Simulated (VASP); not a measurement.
# ScF (R-3m) in VASP: single point with PBE+D3(BJ)

Aim: the single point of ScF with PBE+D3(BJ).

All numbers are computed with VASP 6.6.1; they aren't measurements. Logs are shortened: lines on timing, memory, paths and dates and some standing lists are left out, and cuts for length are marked.

### 1 The cell of the first run

It takes space group R-3m (No. 166, trigonal). Conventional cell: a = 3.297 Å, b = 3.297 Å, c = 20.222 Å, α = 90.00°, β = 90.00°, γ = 120.00°. Sc (site symmetry 3m) has 3 F at 2.19 Å within 2.9 Å. Within 2.9 Å of F (site symmetry 3m) lie 3 Sc at 2.19 Å and 3 F at 2.79 Å.

### 2 Single point, PBE+D3(BJ)

The input, INCAR:

```
SYSTEM = ScF
PREC = Accurate
ENCUT = 520
EDIFF = 1E-6
ISMEAR = -1
SIGMA = 0.15
LREAL = .FALSE.
LASPH = .TRUE.
NELM = 100
ALGO = Normal
ISIF = 2
LWAVE = .FALSE.
LCHARG = .FALSE.
GGA = PE
IVDW = 12
NBANDS = 26
```

The input, KPOINTS:

```
Automatic mesh
0
G
  15 15 15
  0 0 0
```

The input, POSCAR:

```
ScF
1.0
    1.6483220316      0.9516591687      6.7407987314
   -1.6483220316      0.9516591687      6.7407987314
    0.0000000000     -1.9033183373      6.7407987314
Sc F
2 2
Direct
    0.2293957118      0.2293957118      0.2293957118
    0.7706042882      0.7706042882      0.7706042882
    0.3837128530      0.3837128530      0.3837128530
    0.6162871470      0.6162871470      0.6162871470
```

Potentials or basis: VASP PAW PBE potentials, release 64 (Sc_sv, F).

Run with:

```sh
> cat potpaw_PBE.64/Sc_sv/POTCAR potpaw_PBE.64/F/POTCAR > POTCAR
> mpirun -np 1 vasp_std > vasp.out
```

OUTCAR:

```text
SYSTEM = ScF
   PREC = Accurate
   ENCUT = 520
   EDIFF = 1E-6
   ISMEAR = -1
   LREAL = .FALSE.
   LASPH = .TRUE.
   NELM = 100
   ISIF = 2
   GGA = PE
   IVDW = 12
 IVDW          = 12

 ion  position               nearest neighbor table
   1  0.229  0.229  0.229-   4 2.19   4 2.19   4 2.19   2 3.17   2 3.17   2 3.17
   2  0.771  0.771  0.771-   3 2.19   3 2.19   3 2.19   1 3.17   1 3.17   1 3.17
   3  0.384  0.384  0.384-   2 2.19   2 2.19   2 2.19
   4  0.616  0.616  0.616-   1 2.19   1 2.19   1 2.19

  LATTYP: Found a trigonal (rhomboedric) cell.
 ALAT       =     7.0043549475
 COS(alpha) =     0.8892413048

  Lattice vectors:

 A1 = (   1.6483220316,   0.9516591687,   6.7407987314)
 A2 = (  -1.6483220316,   0.9516591687,   6.7407987314)
 A3 = (   0.0000000000,  -1.9033183373,   6.7407987314)

Analysis of symmetry for initial positions (statically):
=====================================================================
 Subroutine PRICEL returns:
 Original cell was already a primitive cell.

 Routine SETGRP: Setting up the symmetry group for a
 trigonal (rhombohedral) supercell.

 Subroutine GETGRP returns: Found 12 space group operations
 (whereof 12 operations were pure point group operations)
 out of a pool of 12 trial point group operations.

The static configuration has the point symmetry D_3d.

Analysis of symmetry for dynamics (positions and initial velocities):
=====================================================================
 Subroutine PRICEL returns:
 Original cell was already a primitive cell.

 Routine SETGRP: Setting up the symmetry group for a
 trigonal (rhombohedral) supercell.

 Subroutine GETGRP returns: Found 12 space group operations
 (whereof 12 operations were pure point group operations)
 out of a pool of 12 trial point group operations.

The dynamic configuration has the point symmetry D_3d.

 Subroutine INISYM returns: Found 12 space group operations
 (whereof 12 operations are pure point group operations),
 and found     1 'primitive' translations

----------------------------------------------------------------------------------------

                                     Primitive cell

  volume of cell :      63.4434

  direct lattice vectors                    reciprocal lattice vectors
     1.648322032  0.951659169  6.740798731     0.303338784  0.175132728  0.049450124
    -1.648322032  0.951659169  6.740798731    -0.303338784  0.175132728  0.049450124
[... 89 lines left out ...]
   EDIFF  = 0.1E-05   stopping-criterion for ELM
   LREAL  =      F    real-space projection
   EDIFFG = 0.1E-04   stopping-criterion for IOM
   NSW    =      0    number of steps for IOM
   IBRION =     -1    ionic relax: 0-MD 1-quasi-New 2-CG
   NFREE  =      0    steps in history (QN), initial steepest desc. (CG)
   ISIF   =      2    stress and relaxation
   ISYM   =      2    0-nonsym 1-usesym 2-fastsym
   POTIM  = 0.5000    time-step for ionic-motion
   TEBEG  =    0.0;   TEEND  =   0.0 temperature during run
   PSTRESS=    0.0 pullay stress
   NELECT =      36.0000    total number of electrons
   NUPDOWN=      -1.0000    fix difference up-down
   EMIN   =  10.00;   EMAX   =-10.00  energy-range for DOS
   EFERMI =   0.00;   METHOD = LEGACY
   ISMEAR =    -1;   SIGMA  =   0.15  broadening in eV -4-tet -1-fermi 0-gaus
   EFERMI_NEDOS =   21; number of points for ismear=-14 and -15
   IALGO  =     38    algorithm
   IMIX   =      4    mixing-type and parameters
     AMIX     =   0.40;   BMIX     =  1.00
     AMIX_MAG =   1.60;   BMIX_MAG =  1.00
  volume/ion in A,a.u.               =      15.86       107.03
  Fermi-wavevector in a.u.,A,eV,Ry     =   1.355336  2.561214 24.993026  1.836936
  Thomas-Fermi vector in A             =   2.482432
   LORBIT       =      0    0 simple, 1 ext, 2 COOP (PROOUT), +10 PAW based schemes
   GGA     = PE    functional components
   LHFCALC =     F    Hartree Fock is set to
   AEXX    =    0.0000 exact exchange contribution
   IVDW    =    12    specifies the selected vdW correction
   LEPSILON=     F    determine dielectric tensor
   LRPA    =     F    only Hartree local field effects (RPA)
 non-spin polarized calculation
  energy-cutoff  :      520.00
  volume of cell :       63.44
 maximum number of plane-waves:      1730
 NGX is ok and might be reduce to    54
   NGX = 25   NGY = 25   NGZ = 25

 number of electron      36.0000000 magnetization

 Free energy of the ion-electron system (eV)
  ---------------------------------------------------
  ext. energy  EPLUGINS =         0.00000000
  ---------------------------------------------------
  free energy    TOTEN  =       -26.11764692 eV

  energy without entropy =      -25.82258326  energy(sigma->0) =      -25.97011509

 E-fermi :   4.3009     XC(G=0):  -9.9734

 val. band max:        4.2996953416   @ k =   0.4000   0.1333   0.0667
 cond. band min:       4.3010412121   @ k =  -0.3333   0.1333   0.0000
 fundamental gap:      0.0013458705
 Fermi energy:         4.3009106479

 k-point     1 :       0.0000    0.0000    0.0000
  band No.  band energies     occupation
      1     -45.6008      2.00000
      2     -45.5609      2.00000
      3     -24.5349      2.00000
      4     -24.2769      2.00000
      5     -24.1011      2.00000
      6     -24.1011      2.00000
[... 685 lines left out ...]
     25       7.0253      0.00000
     26       7.3202      0.00000

 [... further k-points ...]

------------------------ aborting loop because EDIFF is reached ----------------------------------------

 Edisp (eV)   -0.86818

 E8    (eV) :    -0.3806

  FORCE on cell =-STRESS in cart. coord.  units (eV):
  Direction    XX          YY          ZZ          XY          YZ          ZX
  --------------------------------------------------------------------------------------
  -------------------------------------------------------------------------------------
  Total       0.13176     0.13176     0.01483     0.00000     0.00000     0.00000
  in kB       3.32731     3.32731     0.37463     0.00000     0.00000     0.00000
  external pressure =        2.34 kB  Pullay stress =        0.00 kB

 VOLUME and BASIS-vectors are now :
 -----------------------------------------------------------------------------
  energy-cutoff  :      520.00
  volume of cell :       63.44
      direct lattice vectors                 reciprocal lattice vectors
     1.648322032  0.951659169  6.740798731     0.303338784  0.175132728  0.049450124
    -1.648322032  0.951659169  6.740798731    -0.303338784  0.175132728  0.049450124
     0.000000000 -1.903318337  6.740798731     0.000000000 -0.350265457  0.049450124

 POSITION                                       TOTAL-FORCE (eV/Angst)
 -----------------------------------------------------------------------------------
      0.00000      0.00000      4.63893         0.000000     -0.000000     -0.036311
      0.00000      0.00000     15.58347         0.000000      0.000000      0.036311
      0.00000      0.00000      7.75959         0.000000     -0.000000     -0.046764
      0.00000      0.00000     12.46280         0.000000      0.000000      0.046764
 -----------------------------------------------------------------------------------
    total drift:                                0.000000      0.000000      0.000000

  FREE ENERGIE OF THE ION-ELECTRON SYSTEM (eV)
  ---------------------------------------------------
  free  energy   TOTEN  =       -26.9858272149 eV

  energy  without entropy=      -26.6907635533  energy(sigma->0) =      -26.83829538
```

stdout:

```text
POSCAR found type information on POSCAR ScF
 POSCAR found :  2 types and       4 ions
 scaLAPACK will be used
 LDA part: xc-table for (Slater+PW92), standard interpolation
 POSCAR, INCAR and KPOINTS ok, starting setup
 FFT: planning ... GRIDC
 FFT: planning ... GRID_SOFT
 FFT: planning ... GRID
 WAVECAR not read
 entering main loop
```

It took 42 min on 1 thread of Intel Xeon Platinum 8259CL at 2.50GHz (Skylake/Cascade Lake), shared host; peak memory 0.71 GiB.

Results:

```yaml
Free_energy: -26.9858 eV
Pressure: 0.2 GPa
Largest_force: 0.047 eV/Å
Band_gap_on_the_k_mesh: zero (bands 18 and 19 overlap by 0.49 eV)
Dispersion_energy_per_atom: -0.217 eV
```

Forces in eV/Å, atoms in the order of the input:
```
Sc   0.000  0.000 -0.036
Sc   0.000  0.000  0.036
F    0.000  0.000 -0.047
F    0.000  0.000  0.047
```

Stress tensor (GPa, compression positive):
```
0.33 0.00 0.00
0.00 0.33 0.00
0.00 0.00 0.04
```
